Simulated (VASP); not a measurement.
# B25N23 (a cell with a defect) in VASP: notebook

Runs on B25N23 (a cell with a defect). Level: PBE. Tasks: single point.

All numbers are computed with VASP 6.6.1; they aren't measurements. Logs are shortened: lines on timing, memory, paths and dates and some standing lists are left out, and cuts for length are marked.

### 1 The cell of the first run

The cell holds a defect, 48 atoms: a = 8.343 Å, b = 8.702 Å, c = 8.702 Å, α = 120.00°, β = 90.00°, γ = 90.00°.

### 2 Single point, PBE

Input file INCAR:

```
SYSTEM = B25N23
PREC = Accurate ; ENCUT = 520
EDIFF = 1E-6 ; ISMEAR = 0
SIGMA = 0.01 ; LREAL = Auto
LASPH = .True. ; NELM = 120
ALGO = Normal ; ISIF = 2
LWAVE = .False. ; LCHARG = .False.
GGA = PE ; NBANDS = 125
GGA_COMPAT = .False.
```

Input file KPOINTS:

```
regular mesh
0
Gamma
  2 2 2
  0 0 0
```

Input file POSCAR:

```
B25N23
1.0
    0.0000000000      0.0000000000      8.3431560662
    7.5365434625     -4.3512253968      0.0000000000
    0.0000000000      8.7024507937      0.0000000000
B N
25 23
Direct
    0.2500000000      0.0000000000      0.1666666667
    0.2500000000      0.4999967723      0.1666666667
    0.2500000000      0.3333418706      0.3333415889
    0.2500000000      0.1666749222      0.5000085373
    0.2500000000      0.0000000000      0.6666634390
    0.2500000000      0.8333250778      0.3333336151
    0.2500000000      0.6666666667      0.5000000000
    0.2500000000      0.5000032277      0.6666698943
    0.2500000000      0.3333333333      0.8333333333
    0.2500000000      0.1666669484     -0.0000082555
    0.2500000000      0.8333330516      0.8333247961
    0.2500000000      0.6666581294     -0.0000002817
    0.7500000000      0.1820267412      0.1666666667
    0.7500000000      0.6683093346      0.1666666667
    0.7500000000      0.5049308006      0.3339095605
    0.7500000000      0.3316906654      0.4983573320
    0.7500000000      0.1672428939      0.6715974672
    0.7500000000      0.0000000000      0.3486934078
    0.7500000000      0.8327571061      0.5043545734
    0.7500000000      0.6623120933      0.6617358661
    0.7500000000      0.4950691994      0.8289787600
    0.7500000000      0.3376879067     -0.0005762272
    0.7500000000      0.0000000000      0.8349760013
    0.7500000000      0.8179732588      0.9846399255
    0.7500000000      0.0000000000      0.1666666667
    0.7500000000      0.5030343794      0.1666666667
    0.7500000000      0.3411989155      0.3350400056
    0.7500000000      0.1683733389      0.5078655822
    0.7500000000      0.0000000000      0.6697010460
    0.7500000000      0.8316266611      0.3394922433
    0.7500000000      0.6666666667      0.5000000000
    0.7500000000      0.4969656206      0.6636322873
    0.7500000000      0.3333333333      0.8333333333
    0.7500000000      0.1728255766     -0.0017066723
    0.7500000000      0.8271744234      0.8254677511
    0.7500000000      0.6588010845     -0.0061589099
    0.2500000000      0.1666659807      0.1666666667
    0.2500000000      0.6666678055      0.1666666667
    0.2500000000      0.5000007032      0.3333332438
    0.2500000000      0.3333321945      0.4999988612
    0.2500000000      0.1666665772      0.6666673699
    0.2500000000      0.0000000000      0.3333326473
    0.2500000000      0.8333334228      0.5000007927
    0.2500000000      0.6666658739      0.6666659634
    0.2500000000      0.4999992968      0.8333325406
    0.2500000000      0.3333341261      0.0000000895
    0.2500000000      0.0000000000      0.8333344722
    0.2500000000      0.8333340193      1.0000006860
```

Potentials or basis: VASP PAW PBE potentials, release 64 (B, N).

Launch:

```console
$ cat potpaw_PBE.64/B/POTCAR potpaw_PBE.64/N/POTCAR > POTCAR
$ mpirun -np 1 vasp_std > vasp.out
```

OUTCAR:

```text
SYSTEM = B25N23
   PREC = Accurate
   ENCUT = 520
   EDIFF = 1E-6
   ISMEAR = 0
   LREAL = Auto
   LASPH = .True.
   NELM = 120
   ISIF = 2
   GGA = PE

 ion  position               nearest neighbor table
   1  0.250  0.000  0.167-  42 1.45  37 1.45  48 1.45
   2  0.250  0.500  0.167-  39 1.45  46 1.45  38 1.45
   3  0.250  0.333  0.333-  40 1.45  39 1.45  37 1.45
   4  0.250  0.167  0.500-  40 1.45  41 1.45  42 1.45
   5  0.250  0.000  0.667-  41 1.45  43 1.45  47 1.45
   6  0.250  0.833  0.333-  38 1.45  43 1.45  42 1.45
[... 40 lines left out ...]
  47  0.250  0.000  0.833-  11 1.45  10 1.45   5 1.45
  48  0.250  0.833  0.000-   1 1.45  12 1.45  11 1.45

  LATTYP: Found a hexagonal cell.
 ALAT       =     8.7024507937
 C/A-ratio  =     0.9587133859

  Lattice vectors:

 A1 = (   7.5365434625,  -4.3512253968,   0.0000000000)
 A2 = (   0.0000000000,   8.7024507937,   0.0000000000)
 A3 = (   0.0000000000,   0.0000000000,   8.3431560662)

Analysis of symmetry for initial positions (statically):
=====================================================================
 Subroutine PRICEL returns:
 Original cell was already a primitive cell.

 Routine SETGRP: Setting up the symmetry group for a
 hexagonal supercell.

 Subroutine GETGRP returns: Found 12 space group operations
 (whereof  2 operations were pure point group operations)
 out of a pool of 24 trial point group operations.

The static configuration has the point symmetry C_1h.
 The point group associated with its full space group is D_3h.

Analysis of symmetry for dynamics (positions and initial velocities):
=====================================================================
 Subroutine PRICEL returns:
 Original cell was already a primitive cell.

 Routine SETGRP: Setting up the symmetry group for a
 hexagonal supercell.

 Subroutine GETGRP returns: Found 12 space group operations
 (whereof  2 operations were pure point group operations)
 out of a pool of 24 trial point group operations.

The dynamic configuration has the point symmetry C_1h.
 The point group associated with its full space group is D_3h.

 Subroutine INISYM returns: Found 12 space group operations
 (whereof  2 operations are pure point group operations),
 and found     1 'primitive' translations

----------------------------------------------------------------------------------------

                                     Primitive cell

  volume of cell :     547.1976

  direct lattice vectors                    reciprocal lattice vectors
     0.000000000  0.000000000  8.343156066     0.000000000  0.000000000  0.119858719
     7.536543463 -4.351225397  0.000000000     0.132686822  0.000000000  0.000000000
     0.000000000  8.702450794  0.000000000     0.066343411  0.114910158  0.000000000

  length of vectors
     8.343156066  8.702450794  8.702450794     0.119858719  0.132686822  0.132686822

  position of ions in fractional coordinates (direct lattice)
     0.250000000  0.000000000  0.166666667
     0.250000000  0.499996772  0.166666667
     0.250000000  0.333341871  0.333341589
     0.250000000  0.166674922  0.500008537
     0.250000000  0.000000000  0.666663439
     0.250000000  0.833325078  0.333333615
[... 40 lines left out ...]
     0.250000000  0.000000000  0.833334472
     0.250000000  0.833334019  0.000000686

  ion indices of the primitive-cell ions
   primitive index   ion index
                 1           1
                 2           2
                 3           3
                 4           4
                 5           5
                 6           6
[... 40 lines left out ...]
                47          47
                48          48

----------------------------------------------------------------------------------------

 KPOINTS: regular mesh

Automatic generation of k-mesh.
 Grid dimensions read from file:
 generate k-points for:    2    2    2

 Generating k-lattice:

  Cartesian coordinates                     Fractional coordinates (reciprocal lattice)
     0.000000000  0.000000000  0.059929360     0.500000000  0.000000000  0.000000000
     0.066343411  0.000000000  0.000000000     0.000000000  0.500000000  0.000000000
     0.033171705  0.057455079  0.000000000     0.000000000  0.000000000  0.500000000

  Length of vectors
     0.059929360  0.066343411  0.066343411

  Shift w.r.t. Gamma in fractional coordinates (k-lattice)
     0.000000000  0.000000000  0.000000000

 Subroutine IBZKPT returns following result:
 ===========================================

 Found      4 irreducible k-points:

 Following reciprocal coordinates:
            Coordinates               Weight
  0.000000  0.000000  0.000000      1.000000
  0.500000  0.000000  0.000000      1.000000
  0.000000  0.500000  0.000000      3.000000
  0.500000  0.500000  0.000000      3.000000
   k-points           NKPTS =      4   k-points in BZ     NKDIM =      4   number of bands    NBANDS=    125
[... 29 lines left out ...]
   NUPDOWN=      -1.0000    fix difference up-down
   EMIN   =  10.00;   EMAX   =-10.00  energy-range for DOS
   EFERMI =   0.00;   METHOD = LEGACY
   ISMEAR =     0;   SIGMA  =   0.01  broadening in eV -4-tet -1-fermi 0-gaus
   EFERMI_NEDOS =   21; number of points for ismear=-14 and -15
   IALGO  =     38    algorithm
   IMIX   =      4    mixing-type and parameters
     AMIX     =   0.40;   BMIX     =  1.00
     AMIX_MAG =   1.60;   BMIX_MAG =  1.00
  volume/ion in A,a.u.               =      11.40        76.93
  Fermi-wavevector in a.u.,A,eV,Ry     =   1.150654  2.174420 18.014168  1.324004
  Thomas-Fermi vector in A             =   2.287316
   LORBIT       =      0    0 simple, 1 ext, 2 COOP (PROOUT), +10 PAW based schemes
   GGA     = PE    functional components
   LHFCALC =     F    Hartree Fock is set to
   AEXX    =    0.0000 exact exchange contribution
   IVDW    =     0    specifies the selected vdW correction
   LEPSILON=     F    determine dielectric tensor
   LRPA    =     F    only Hartree local field effects (RPA)
 non-spin polarized calculation
 Gauss-broadening in eV      SIGMA  =   0.01
  energy-cutoff  :      520.00
  volume of cell :      547.20
 maximum number of plane-waves:     14755
 NGX is ok and might be reduce to    64
   NGX = 31   NGY = 33   NGZ = 33

 number of electron     189.9999984 magnetization

 Free energy of the ion-electron system (eV)
  ---------------------------------------------------
  ext. energy  EPLUGINS =         0.00000000
  ---------------------------------------------------
  free energy    TOTEN  =      -413.72921044 eV

  energy without entropy =     -413.72921044  energy(sigma->0) =     -413.72921044

 E-fermi :   1.3314     XC(G=0):  -8.5712

 val. band max:        1.2509890949   @ k =   0.5000   0.0000   0.0000
 cond. band min:       2.4556672177   @ k =   0.5000   0.5000   0.0000
 fundamental gap:      1.2046781228
 Fermi energy:         1.3313643170

 k-point     1 :       0.0000    0.0000    0.0000
  band No.  band energies     occupation
      1     -17.0792      2.00000
      2     -16.9720      2.00000
      3     -15.7324      2.00000
      4     -15.6314      2.00000
      5     -15.6314      2.00000
      6     -15.5769      2.00000
[... 99 lines left out ...]
    106       5.7725      0.00000
    107       5.7725      0.00000

 k-point     2 :       0.5000    0.0000    0.0000
  band No.  band energies     occupation
      1     -17.0754      2.00000
      2     -16.9757      2.00000
      3     -15.7310      2.00000
      4     -15.6272      2.00000
      5     -15.6272      2.00000
      6     -15.5768      2.00000
[... 99 lines left out ...]
    106       5.6634      0.00000
    107       6.3144      0.00000

 k-point     3 :       0.0000    0.5000    0.0000
  band No.  band energies     occupation
      1     -16.7349      2.00000
      2     -16.6830      2.00000
      3     -16.6736      2.00000
      4     -16.4877      2.00000
      5     -15.9349      2.00000
      6     -15.9314      2.00000
[... 99 lines left out ...]
    106       6.4905      0.00000
    107       6.6803      0.00000

 k-point     4 :       0.5000    0.5000    0.0000
  band No.  band energies     occupation
      1     -16.7283      2.00000
      2     -16.6815      2.00000
      3     -16.6804      2.00000
      4     -16.4891      2.00000
      5     -15.9311      2.00000
      6     -15.9306      2.00000
[... 99 lines left out ...]
    106       6.7278      0.00000
    107       6.7290      0.00000
 [bands above 107 left out]

------------------------ aborting loop because EDIFF is reached ----------------------------------------

  FORCE on cell =-STRESS in cart. coord.  units (eV):
  Direction    XX          YY          ZZ          XY          YZ          ZX
  --------------------------------------------------------------------------------------
  -------------------------------------------------------------------------------------
  Total       21.8707618     21.8707618     -0.3047072      0.0000000      0.0000000      0.0000000
  in kB       64.0369062     64.0369062     -0.8921733      0.0000000      0.0000000      0.0000000
  external PRESSURE =      42.3938797 kB  Pullay stress =       0.0000000 kB

 VOLUME and BASIS-vectors are now :
 -----------------------------------------------------------------------------
  energy-cutoff  :      520.00
  volume of cell :      547.20
      direct lattice vectors                 reciprocal lattice vectors
     0.000000000  0.000000000  8.343156066     0.000000000  0.000000000  0.119858719
     7.536543463 -4.351225397  0.000000000     0.132686822  0.000000000  0.000000000
     0.000000000  8.702450794  0.000000000     0.066343411  0.114910158  0.000000000

 POSITION                                       TOTAL-FORCE (eV/Angst)
 -----------------------------------------------------------------------------------
      0.00000      1.45041      2.08579        -0.000000     -0.000000      0.000000
      3.76825     -0.72519      2.08579        -0.000115      0.000066     -0.000000
      2.51225      1.45044      2.08579         0.000298      0.000149     -0.000000
      1.25615      3.62606      2.08579         0.000278      0.000184     -0.000000
      0.00000      5.80161      2.08579        -0.000000     -0.000133      0.000000
      6.28039     -0.72517      2.08579        -0.000278      0.000184      0.000000
[... 40 lines left out ...]
      0.00000      7.25205      2.08579        -0.000000      0.000209      0.000000
      6.28046     -3.62602      2.08579         0.000201      0.000116      0.000000
 -----------------------------------------------------------------------------------
    total drift:                               -0.000003     -0.000046      0.000000

  FREE ENERGIE OF THE ION-ELECTRON SYSTEM (eV)
  ---------------------------------------------------
  free  energy   TOTEN  =      -413.7292104355 eV

  energy  without entropy=     -413.7292104355  energy(sigma->0) =     -413.72921044
```

It took 9.9 min on 1 thread of AMD EPYC 9R14 (Zen 4), shared host; peak memory 0.67 GiB.

What came out:

- Free energy: -413.7292 eV
- Pressure: 4.2 GPa
- Largest force: 0.010 eV/Å
- Band gap on the k mesh: 1.20 eV

Forces on the atoms (eV/Å):
```
B    0.000  0.000  0.000
B    0.000  0.000  0.000
B    0.000  0.000  0.000
B    0.000  0.000  0.000
B    0.000  0.000  0.000
B    0.000  0.000  0.000
B    0.000  0.000  0.000
B    0.000  0.000  0.000
B    0.000  0.000  0.000
B    0.000  0.000  0.000
B    0.000  0.000  0.000
B    0.000  0.000  0.000
B   -0.006  0.003  0.000
B    0.008 -0.005  0.000
B    0.001 -0.001  0.000
B   -0.008 -0.005  0.000
B    0.000  0.001  0.000
B    0.000 -0.007  0.000
B    0.000  0.001  0.000
B   -0.001  0.000  0.000
B   -0.001 -0.001  0.000
B    0.001  0.000  0.000
B    0.000  0.010  0.000
B    0.006  0.003  0.000
B    0.000  0.000  0.000
N   -0.006  0.004  0.000
N   -0.001  0.004  0.000
N    0.003 -0.003  0.000
N    0.000 -0.007  0.000
N   -0.003 -0.003  0.000
N    0.000  0.000  0.000
N    0.006  0.004  0.000
N    0.000  0.000  0.000
N   -0.004 -0.001  0.000
N    0.004 -0.001  0.000
N    0.001  0.004  0.000
N    0.000  0.000  0.000
N    0.000  0.000  0.000
N    0.000  0.000  0.000
N    0.000  0.000  0.000
N    0.000  0.000  0.000
N    0.000  0.000  0.000
N    0.000  0.000  0.000
N    0.000  0.000  0.000
N    0.000  0.000  0.000
N    0.000  0.000  0.000
N    0.000  0.000  0.000
N    0.000  0.000  0.000
```

### 3 Single point, PBE

Input file INCAR:

```
SYSTEM = B25N23
ALGO = Normal ; EDIFF = 1E-6
ENCUT = 520 ; GGA = PE
GGA_COMPAT = .FALSE. ; ISIF = 2
ISMEAR = 0 ; LASPH = .TRUE.
LCHARG = .FALSE. ; LREAL = Auto
LWAVE = .FALSE. ; NBANDS = 125
NELECT = 192.0 ; NELM = 120
PREC = Accurate ; SIGMA = 0.01
```

Input file KPOINTS:

```
k-points
0
G
  2 2 2
  0 0 0
```

Input file POSCAR:

```
B25N23
1.0
    0.0000000000      0.0000000000      8.3431560662
    7.5365434625     -4.3512253968      0.0000000000
    0.0000000000      8.7024507937      0.0000000000
B N
25 23
Direct
    0.2500000000      0.0000000000      0.1666666667
    0.2500000000      0.5002179929      0.1666666667
    0.2500000000      0.3327904936      0.3328666193
    0.2500000000      0.1661999527      0.4994571603
    0.2500000000      0.0000000000      0.6668846596
    0.2500000000      0.8338000473      0.3332572076
    0.2500000000      0.6666666667      0.5000000000
    0.2500000000      0.4997820071      0.6664486738
    0.2500000000      0.3333333333      0.8333333333
    0.2500000000      0.1665905410      0.0004667140
    0.2500000000      0.8334094590      0.8338761731
    0.2500000000      0.6672095064      0.0000761257
    0.7500000000      0.1750278471      0.1666666667
    0.7500000000      0.6678749758      0.1666666667
    0.7500000000      0.5027740981      0.3341550652
    0.7500000000      0.3321250242      0.4987916909
    0.7500000000      0.1674883985      0.6694407647
    0.7500000000      0.0000000000      0.3416945138
    0.7500000000      0.8325116015      0.5019523662
    0.7500000000      0.6647143004      0.6638925686
    0.7500000000      0.4972259019      0.8313809671
    0.7500000000      0.3352856996     -0.0008217318
    0.7500000000      0.0000000000      0.8345416425
    0.7500000000      0.8249721529      0.9916388196
    0.7500000000      0.0000000000      0.1666666667
    0.7500000000      0.5011916045      0.1666666667
    0.7500000000      0.3414814781      0.3367237801
    0.7500000000      0.1700571134      0.5081481448
    0.7500000000      0.0000000000      0.6678582711
    0.7500000000      0.8299428866      0.3380910314
    0.7500000000      0.6666666667      0.5000000000
    0.7500000000      0.4988083955      0.6654750622
    0.7500000000      0.3333333333      0.8333333333
    0.7500000000      0.1714243647     -0.0033904467
    0.7500000000      0.8285756353      0.8251851885
    0.7500000000      0.6585185219     -0.0047576981
    0.2500000000      0.1669376270      0.1666666667
    0.2500000000      0.6667255048      0.1666666667
    0.2500000000      0.5000533030      0.3333104441
    0.2500000000      0.3332744952      0.4999411619
    0.2500000000      0.1666437774      0.6667199696
    0.2500000000      0.0000000000      0.3336042937
    0.2500000000      0.8333562226      0.5000761922
    0.2500000000      0.6665904745      0.6666133637
    0.2500000000      0.4999466970      0.8332571411
    0.2500000000      0.3334095255      0.0000228893
    0.2500000000      0.0000000000      0.8333921715
    0.2500000000      0.8330623730      0.9997290397
```

Potentials or basis: VASP PAW PBE potentials, release 64 (B, N).

Launch:

```console
$ cat potpaw_PBE.64/B/POTCAR potpaw_PBE.64/N/POTCAR > POTCAR
$ mpirun -np 1 vasp_std > vasp.out
```

Wall time 8.8 min (1 thread of AMD EPYC 9R14 (Zen 4), shared host); peak memory 0.67 GiB.

Results (log left out):

```
Free energy   : -406.9566 eV
Largest force : 0.014 eV/Å
```

Forces on the atoms (eV/Å):
```
B    0.000  0.000  0.000
B    0.001 -0.001  0.000
B    0.001  0.000  0.000
B    0.001  0.001  0.000
B    0.000  0.001  0.000
B   -0.001  0.001  0.000
B    0.000  0.000  0.000
B   -0.001 -0.001  0.000
B    0.000  0.000  0.000
B    0.001 -0.001  0.000
B   -0.001 -0.001  0.000
B   -0.001  0.000  0.000
B   -0.001  0.001  0.000
B    0.012 -0.007  0.000
B    0.007 -0.003  0.000
B   -0.012 -0.007  0.000
B    0.001  0.007  0.000
B    0.000 -0.001  0.000
B   -0.001  0.007  0.000
B   -0.006 -0.004  0.000
B   -0.007 -0.003  0.000
B    0.006 -0.004  0.000
B    0.000  0.014  0.000
B    0.001  0.001  0.000
B    0.000  0.000  0.000
N   -0.009  0.005  0.000
N   -0.004  0.010  0.000
N    0.007 -0.008  0.000
N    0.000 -0.011  0.000
N   -0.007 -0.008  0.000
N    0.000  0.000  0.000
N    0.009  0.005  0.000
N    0.000  0.000  0.000
N   -0.011 -0.002  0.000
N    0.011 -0.002  0.000
N    0.004  0.010  0.000
N    0.000  0.000  0.000
N   -0.001  0.001  0.000
N    0.000  0.000  0.000
N    0.001  0.001  0.000
N    0.000  0.000  0.000
N    0.000  0.000  0.000
N    0.000  0.000  0.000
N    0.000  0.000  0.000
N    0.000  0.000  0.000
N    0.000  0.000  0.000
N    0.000 -0.001  0.000
N    0.000  0.000  0.000
```

Levels at points of the mesh, in eV from the Fermi level:
| k point | band 93 | band 94 | band 95 | band 96 | band 97 | band 98 | band 99 | band 100 |
| --- | --- | --- | --- | --- | --- | --- | --- | --- |
| (0.00, 0.00, 0.00) | -2.91 | -1.21 | -1.21 | -0.05 | 0.06 | 0.08 | 0.18 | 0.18 |
| (0.50, 0.00, 0.00) | -2.90 | -1.21 | -1.21 | -0.02 | 0.02 | 0.04 | 0.18 | 0.18 |
| (0.00, 0.50, 0.00) | -3.58 | -1.31 | -1.26 | -0.35 | 0.18 | 0.28 | 1.02 | 1.11 |
| (0.50, 0.50, 0.00) | -3.60 | -1.30 | -1.25 | -0.42 | 0.17 | 0.26 | 1.09 | 1.09 |

Caveat: the cell carries a net charge on a neutralising background, which shifts energy and pressure; the cell is charged against a uniform background, so pressure and absolute levels hang on convention.
